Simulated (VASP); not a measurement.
## Zr: single point with BLYP

Zr:

```
Zr
1.0
     3.26674    0.00000    0.00000
    -1.63337    2.82908    0.00000
     0.00000    0.00000    5.23319
Zr
2
Direct
  0.33333 0.66667 0.25000
  0.66667 0.33333 0.75000
```

* Program: VASP 6.6.1
* Task: single point
* Functional: BLYP
* Potentials or basis: VASP PAW PBE potentials, release 64 (Zr_sv)
* Cutoff: 520 eV
* k mesh: 18 × 18 × 10
* Occupations: fermi-dirac, width 0.1 eV
* Spin: no spin polarisation

The pressure is 0.1 GPa. The band gap on the k mesh is zero (band 12 reaches 9.95 eV, above the bottom of band 13 at 8.82 eV).

Stress tensor (GPa, compression positive):
```
0.07 0.00 0.00
0.00 0.07 0.00
0.00 0.00 0.26
```

Levels at points of the mesh, in eV from the Fermi level:
```tsv
k point	band 9	band 10	band 11	band 12	band 13	band 14	band 15	band 16
(0.00, 0.00, 0.00)	-5.41	-2.88	0.83	0.83	0.91	1.22	1.45	1.45
(0.50, 0.00, 0.00)	-2.40	-2.38	-1.98	-0.11	0.55	0.75	1.37	4.60
(0.00, 0.00, 0.50)	-3.77	-3.77	0.04	0.04	0.74	0.74	0.74	0.74
(0.50, 0.00, 0.50)	-2.68	-2.68	-1.00	-1.00	1.67	1.67	2.12	2.12
```

Run time: 54 s on 1 thread of Intel(R) Xeon(R) 6975P-C (Granite Rapids), with other jobs on the host, peak memory 0.28 GiB.

Caveat: the PAW data sets were made with another functional, which shifts forces and pressure a little.
